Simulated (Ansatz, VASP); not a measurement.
## NaI in VASP and in Ansatz

The input INCAR:

```
ALGO     = Normal         # electronic algorithm
EDIFF    = 1E-6           # SCF threshold, eV
ENCUT    = 520            # plane-wave cutoff, eV
GGA      = PE             # functional
ISIF     = 2              # what is computed and relaxed
ISMEAR   = 0              # smearing method
LASPH    = T              # aspherical terms in the spheres
LCHARG   = F              # write CHGCAR
LREAL    = F              # projectors in reciprocal space
LWAVE    = F              # write WAVECAR
NBANDS   = 14             # bands
NELM     = 60             # most SCF steps
PREC     = Accurate       # precision mode
SIGMA    = 0.01           # smearing width, eV
```

KPOINTS

```
k-points
0
Gamma
  6 6 6
```

File POSCAR:

```
NaI
1.0
    0.0000000000      3.2297205894      3.2297205894
    3.2297205894      0.0000000000      3.2297205894
    3.2297205894      3.2297205894      0.0000000000
Na I
1 1
Direct
    0.0000000000      0.0000000000      0.0000000000
    0.5000000000      0.5000000000      0.5000000000
```

Input for Ansatz:

```yaml
crystal:
  lattice:
    - [0.0, 3.2297205894, 3.2297205894]
    - [3.2297205894, 0.0, 3.2297205894]
    - [3.2297205894, 3.2297205894, 0.0]
  atoms:
    - { symbol: Na, position: [0.0, 0.0, 0.0] }
    - { symbol: I, position: [0.5, 0.5, 0.5] }
kpoints:
  mp_grid: { grid: [6, 6, 6] }
hamiltonian:
  xc: pbe
scf:
  occupations: { method: fixed }
  n_extra_bands: 4
output:
  forces: true
  stress: true
  eigenvalues: true
```

Alike in both runs: task single point; functional PBE; k mesh 6 × 6 × 6; no spin polarisation.

|  | VASP | Ansatz |
| --- | --- | --- |
| version | VASP 6.6.1 | Ansatz 0.2.0 |
| potentials or method | VASP PAW PBE potentials, release 64 (Na_pv, I) | plane waves, PAW |
| plane-wave cutoff (eV) | 520 | 420 |
| occupations | gaussian, width 0.01 eV | fixed |
| valence electrons in the cell | 14 | 26 |

|  | VASP | Ansatz | Ansatz less VASP |
| --- | --- | --- | --- |
| gap on the k mesh at the Fermi level (eV) | 3.66 | 3.66 | +0.004 |
| pressure (GPa) | 0.5 | 0.5 | -0.01 |

VASP's potentials hold 14 valence electrons a cell and Ansatz's 26, so a difference there can come from the potentials and not from the codes.

Spin-orbit coupling is off throughout.
